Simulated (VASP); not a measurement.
The system is GaGe.

```
Ge Ga
1.0
     0.00000    2.89784    2.89784
     2.89784    0.00000    2.89784
     2.89784    2.89784    0.00000
Ge Ga
1 1
Direct
  0.00000 0.00000 0.00000
  0.25000 0.25000 0.25000
```

Base run:

* Program: VASP 6.6.1
* Functional: PBE
* Potentials or basis: VASP PAW PBE potentials, release 64 (Ge_d, Ga_d)
* Cutoff: 520 eV
* k mesh: 8 × 8 × 8
* Occupations: fermi-dirac, width 0.05 eV
* Spin: no spin polarisation

Its results: pressure 0.3 GPa.

Task: After a change of settings the same cell gave: pressure -2.1 GPa. Which change was it?
A. functional from PBE to BLYP
B. occupations from fermi-dirac, width 0.05 eV to gaussian, width 0.012 eV
C. functional from PBE to r2SCAN
D. further incar settings from ALGO = Normal; EDIFF = 1e-06; NBANDS = 20 to ALGO = Normal; EDIFF = 1e-08; NBANDS = 20

Result: C.

Caveats: the PAW data sets were made with another functional, which shifts forces and pressure a little (some runs).
